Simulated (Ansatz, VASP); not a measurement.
NaH in VASP and in Ansatz

POSCAR

```
NaH
1.0
    0.0000000000      1.9131620544      1.9131620544
    1.9131620544      0.0000000000      1.9131620544
    1.9131620544      1.9131620544      0.0000000000
Na H
1 1
Direct
    0.0000000000      0.0000000000      0.0000000000
    0.2500000000      0.2500000000      0.2500000000
```

File INCAR.step1:

```
PREC = Accurate
ENCUT = 520
ISMEAR = -1
SIGMA = 0.1
LREAL = F
LASPH = T
NELM = 60
NBANDS = 11
GGA = PE
ALGO = Normal
EDIFF = 1E-4
LWAVE = T
LCHARG = F
```

INCAR.step2

```
PREC = Accurate
ENCUT = 520
EDIFF = 1E-7
ISMEAR = -1
SIGMA = 0.1
LREAL = F
LASPH = T
NELM = 60
ALGO = Normal
ISIF = 2
LWAVE = F
LCHARG = F
METAGGA = R2SCAN
LMIXTAU = T
NBANDS = 11
ISTART = 1
```

File KPOINTS:

```
Automatic mesh
0
Gamma
  16 16 16
```

Input for Ansatz:

```yaml
crystal:
  lattice:
    - [0.0, 1.9131620544, 1.9131620544]
    - [1.9131620544, 0.0, 1.9131620544]
    - [1.9131620544, 1.9131620544, 0.0]
  atoms:
    - { symbol: Na, position: [0.0, 0.0, 0.0] }
    - { symbol: H, position: [0.25, 0.25, 0.25] }
kpoints:
  mp_grid: { grid: [16, 16, 16] }
scf:
  occupations: { method: fermi_dirac, width: 0.1 }
hamiltonian:
  xc: r2scan
  pseudopotentials: { kind: all_electron, datasets: crystal }
output:
  forces: true
  stress: true
  eigenvalues: true
```

Change from the starting cell: volume scaled by 0.4, crystal datasets.

Alike in both runs: task single point; functional r2SCAN; k mesh 16 × 16 × 16; occupations fermi-dirac, width 0.1 eV; no spin polarisation.

|  | VASP | Ansatz |
| --- | --- | --- |
| version | VASP 6.6.1 | Ansatz 0.2.0 |
| potentials or method | VASP PAW PBE potentials, release 64 (Na_pv, H), cutoff 520 eV | all-electron PAW with datasets made for the crystal, scalar-relativistic |

```csv
,VASP,Ansatz,Ansatz less VASP
gap on the k mesh at the Fermi level (eV),4.74,4.78,+0.038
pressure (GPa),91.7,91.6,-0.09
```

VASP's potentials were made for PBE, not for r2SCAN. Both programs put the cell under a high pressure, so it lies far from rest at this level. Ansatz ran all-electron here, and VASP with PAW potentials.

Noted on VASP's run: the cell as given lies far from equilibrium.
